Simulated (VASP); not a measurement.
# C (R-3m) in VASP: single point with PBE

Aim: the single point of C with PBE.

Everything below comes from runs of VASP 6.6.1. Logs are shortened: lines on timing, memory, paths and dates and some standing lists are left out, and cuts for length are marked.

## Step 1: The cell of the first run

It takes space group R-3m (No. 166, trigonal). Conventional cell: a = 2.456 Å, b = 2.456 Å, c = 10.041 Å, α = 90.00°, β = 90.00°, γ = 120.00°. Within 1.9 Å of C (site symmetry 3m) lie 3 C at 1.42 Å.

## Step 2: Single point, PBE

Input file INCAR:

```
ALGO     = Normal         # electronic algorithm
EDIFF    = 1E-7           # SCF threshold, eV
ENCUT    = 520            # plane-wave cutoff, eV
GGA      = PE             # functional
ISIF     = 2              # what is computed and relaxed
ISMEAR   = -1             # smearing method
LASPH    = True           # aspherical terms in the spheres
LCHARG   = False          # write CHGCAR
LREAL    = False          # projectors in reciprocal space
LWAVE    = False          # write WAVECAR
NBANDS   = 11             # bands
NELM     = 80             # most SCF steps
PREC     = Accurate       # precision mode
SIGMA    = 0.03           # smearing width, eV
```

Input file KPOINTS:

```
k-points
0
Gamma
  24 24 24
```

Input file POSCAR:

```
C
1.0
    1.2280263465      0.7090013417      3.3470108394
   -1.2280263465      0.7090013417      3.3470108394
    0.0000000000     -1.4180026834      3.3470108394
C
2
Direct
    0.1640000000      0.1640000000      0.1640000000
    0.8360000000      0.8360000000      0.8360000000
```

Potentials or basis: VASP PAW PBE potentials, release 64 (C).

Command:

```console
$ cat potpaw_PBE.64/C/POTCAR > POTCAR
$ mpirun -np 1 vasp_std > vasp.out
```

OUTCAR:

```text
EDIFF = 1E-7
   ENCUT = 520
   GGA = PE
   ISIF = 2
   ISMEAR = -1
   LASPH = True
   LREAL = False
   NELM = 80
   PREC = Accurate

 ion  position               nearest neighbor table
   1  0.164  0.164  0.164-   2 1.42   2 1.42   2 1.42
   2  0.836  0.836  0.836-   1 1.42   1 1.42   1 1.42

  LATTYP: Found a trigonal (rhomboedric) cell.
 ALAT       =     3.6349983727
 COS(alpha) =     0.7717362630

  Lattice vectors:

 A1 = (   1.2280263465,   0.7090013417,   3.3470108394)
 A2 = (  -1.2280263465,   0.7090013417,   3.3470108394)
 A3 = (   0.0000000000,  -1.4180026834,   3.3470108394)

Analysis of symmetry for initial positions (statically):
=====================================================================
 Subroutine PRICEL returns:
 Original cell was already a primitive cell.

 Routine SETGRP: Setting up the symmetry group for a
 trigonal (rhombohedral) supercell.

 Subroutine GETGRP returns: Found 12 space group operations
 (whereof 12 operations were pure point group operations)
 out of a pool of 12 trial point group operations.

The static configuration has the point symmetry D_3d.

Analysis of symmetry for dynamics (positions and initial velocities):
=====================================================================
 Subroutine PRICEL returns:
 Original cell was already a primitive cell.

 Routine SETGRP: Setting up the symmetry group for a
 trigonal (rhombohedral) supercell.

 Subroutine GETGRP returns: Found 12 space group operations
 (whereof 12 operations were pure point group operations)
 out of a pool of 12 trial point group operations.

The dynamic configuration has the point symmetry D_3d.

 Subroutine INISYM returns: Found 12 space group operations
 (whereof 12 operations are pure point group operations),
 and found     1 'primitive' translations

----------------------------------------------------------------------------------------

                                     Primitive cell

  volume of cell :      17.4849

  direct lattice vectors                    reciprocal lattice vectors
     1.228026347  0.709001342  3.347010839     0.407157388  0.235072428  0.099591352
    -1.228026347  0.709001342  3.347010839    -0.407157388  0.235072428  0.099591352
     0.000000000 -1.418002683  3.347010839     0.000000000 -0.470144855  0.099591352

  length of vectors
     3.634998373  3.634998373  3.634998373     0.480577384  0.480577384  0.480577384

[... 81 lines left out ...]
   LREAL  =      F    real-space projection
   EDIFFG = 0.1E-05   stopping-criterion for IOM
   NSW    =      0    number of steps for IOM
   IBRION =     -1    ionic relax: 0-MD 1-quasi-New 2-CG
   NFREE  =      0    steps in history (QN), initial steepest desc. (CG)
   ISIF   =      2    stress and relaxation
   ISYM   =      2    0-nonsym 1-usesym 2-fastsym
   POTIM  = 0.5000    time-step for ionic-motion
   TEBEG  =    0.0;   TEEND  =   0.0 temperature during run
   PSTRESS=    0.0 pullay stress
   NELECT =       8.0000    total number of electrons
   NUPDOWN=      -1.0000    fix difference up-down
   EMIN   =  10.00;   EMAX   =-10.00  energy-range for DOS
   EFERMI =   0.00;   METHOD = LEGACY
   ISMEAR =    -1;   SIGMA  =   0.03  broadening in eV -4-tet -1-fermi 0-gaus
   EFERMI_NEDOS =   21; number of points for ismear=-14 and -15
   IALGO  =     38    algorithm
   IMIX   =      4    mixing-type and parameters
     AMIX     =   0.40;   BMIX     =  1.00
     AMIX_MAG =   1.60;   BMIX_MAG =  1.00
  volume/ion in A,a.u.               =       8.74        59.00
  Fermi-wavevector in a.u.,A,eV,Ry     =   1.261490  2.383870 21.651724  1.591357
  Thomas-Fermi vector in A             =   2.394946
   LORBIT       =      0    0 simple, 1 ext, 2 COOP (PROOUT), +10 PAW based schemes
   GGA     = PE    functional components
   LHFCALC =     F    Hartree Fock is set to
   AEXX    =    0.0000 exact exchange contribution
   IVDW    =     0    specifies the selected vdW correction
   LEPSILON=     F    determine dielectric tensor
   LRPA    =     F    only Hartree local field effects (RPA)
 non-spin polarized calculation
  energy-cutoff  :      520.00
  volume of cell :       17.48
 maximum number of plane-waves:       484
   NGX = 13   NGY = 13   NGZ = 13

 number of electron       8.0000000 magnetization

 Free energy of the ion-electron system (eV)
  ---------------------------------------------------
  ext. energy  EPLUGINS =         0.00000000
  ---------------------------------------------------
  free energy    TOTEN  =       -18.39622176 eV

  energy without entropy =      -18.39622154  energy(sigma->0) =      -18.39622165

 E-fermi :   4.8226     XC(G=0): -10.3644

 val. band max:        4.5417786351   @ k =  -0.2500   0.3750   0.0417
 cond. band min:       5.1210942792   @ k =  -0.2500   0.3750   0.0417
 fundamental gap:      0.5793156441
 Fermi energy:         4.8225945146

 k-point     1 :       0.0000    0.0000    0.0000
  band No.  band energies     occupation
      1     -14.9704      2.00000
      2      -1.8333      2.00000
      3       1.7962      2.00000
      4       1.7962      2.00000
      5       8.9571      0.00000
      6      13.2019      0.00000
      7      13.2019      0.00000
      8      16.2966      0.00000
      9      17.6564      0.00000
     10      27.6333      0.00000
     11      30.6948      0.00000
[... 309 lines left out ...]
 k-point    24 :       0.4583    0.0417    0.0000
  band No.  band energies     occupation
      1     -10.4505      2.00000
      2      -7.4871      2.00000
      3      -1.6463      2.00000
      4       2.3225      2.00000
      5       7.2800      0.00000
      6      12.7150      0.00000
      7      15.7151      0.00000
      8      18.5205      0.00000
      9      22.4550      0.00000
     10      24.2864      0.00000
     11      25.9499      0.00000

 [... further k-points ...]
[... 5 lines left out ...]
  --------------------------------------------------------------------------------------
  -------------------------------------------------------------------------------------
  Total        0.6188118      0.6188118      0.3311021      0.0000000      0.0000000      0.0000000
  in kB       56.7029989     56.7029989     30.3395674      0.0000000      0.0000000      0.0000000
  external PRESSURE =      47.9151884 kB  Pullay stress =       0.0000000 kB

 VOLUME and BASIS-vectors are now :
 -----------------------------------------------------------------------------
  energy-cutoff  :      520.00
  volume of cell :       17.48
      direct lattice vectors                 reciprocal lattice vectors
     1.228026347  0.709001342  3.347010839     0.407157388  0.235072428  0.099591352
    -1.228026347  0.709001342  3.347010839    -0.407157388  0.235072428  0.099591352
     0.000000000 -1.418002683  3.347010839     0.000000000 -0.470144855  0.099591352

 POSITION                                       TOTAL-FORCE (eV/Angst)
 -----------------------------------------------------------------------------------
      0.00000      0.00000      1.64673         0.000000      0.000000      0.866696
      0.00000      0.00000      8.39430         0.000000      0.000000     -0.866696
 -----------------------------------------------------------------------------------
    total drift:                                0.000000     -0.000000      0.000000

  FREE ENERGIE OF THE ION-ELECTRON SYSTEM (eV)
  ---------------------------------------------------
  free  energy   TOTEN  =       -18.3962217634 eV

  energy  without entropy=      -18.3962215418  energy(sigma->0) =      -18.39622165
```

OSZICAR:

```text
N       E                     dE             d eps       ncg     rms          rms(c)
DAV:   1     0.628214614680E+01    0.62821E+01   -0.45510E+03 29684   0.664E+02
DAV:   2    -0.190119607486E+02   -0.25294E+02   -0.23896E+02 37619   0.132E+02
DAV:   3    -0.196092003069E+02   -0.59724E+00   -0.59609E+00 36161   0.170E+01
DAV:   4    -0.196113535804E+02   -0.21533E-02   -0.21531E-02 33686   0.126E+00
DAV:   5    -0.196113617354E+02   -0.81550E-05   -0.81548E-05 36828   0.717E-02    0.639E+00
DAV:   6    -0.186855335784E+02    0.92583E+00   -0.78481E-01 33827   0.515E+00    0.373E+00
DAV:   7    -0.183926652570E+02    0.29287E+00   -0.88529E-01 34970   0.551E+00    0.105E+00
DAV:   8    -0.183963145684E+02   -0.36493E-02   -0.20405E-02 32417   0.908E-01    0.116E-01
DAV:   9    -0.183961456745E+02    0.16889E-03   -0.53597E-04 35329   0.149E-01    0.538E-02
DAV:  10    -0.183962216123E+02   -0.75938E-04   -0.13071E-04 32843   0.794E-02    0.268E-02
DAV:  11    -0.183962215005E+02    0.11182E-06   -0.65902E-06 35661   0.147E-02    0.506E-03
DAV:  12    -0.183962217746E+02   -0.27409E-06   -0.53392E-07 32646   0.531E-03    0.817E-04
DAV:  13    -0.183962217634E+02    0.11164E-07   -0.29222E-08 35394   0.113E-03
   1 F= -.18396222E+02 E0= -.18396222E+02  d E =-.221583E-06
```

It took 13 min on 1 thread of AMD EPYC 7R13, shared host; peak memory 0.29 GiB.

Results:

```
Free energy            : -18.3962 eV
Pressure               : 4.8 GPa
Largest force          : 0.867 eV/Å
Band gap on the k mesh : 0.58 eV, direct
```

Forces in eV/Å, atoms in the order of the input:
```
C    0.000  0.000  0.867
C    0.000  0.000 -0.867
```
